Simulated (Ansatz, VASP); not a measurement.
# One calculation of SrO, two programs

```
Sr O
1.0
     0.00000    2.56630    2.56630
     2.56630    0.00000    2.56630
     2.56630    2.56630    0.00000
Sr O
1 1
Direct
  0.50000 0.50000 0.50000
  0.00000 0.00000 0.00000
```

Alike in both runs: task single point; functional PBE; k mesh 9 × 9 × 9; occupations gaussian, width 0.018 eV; no spin polarisation.

|  | VASP | Ansatz |
| --- | --- | --- |
| version | VASP 6.6.1 | Ansatz 0.2.0 |
| potentials or method | VASP PAW PBE potentials, release 64 (Sr_sv, O), cutoff 520 eV | all-electron LAPW, scalar-relativistic |

Ansatz gave:

| Item | Value |
| --- | --- |
| gap on the k mesh at the Fermi level (eV) | 3.37 |
| least direct gap on the mesh (eV) | 3.45 |
| pressure (GPa) | 3.3 |

Q: Estimate VASP's values.

A: gap on the k mesh at the Fermi level (eV): 3.32; least direct gap on the mesh (eV): 3.41; pressure (GPa): 3.9.

Ansatz ran all-electron here, and VASP with PAW potentials.
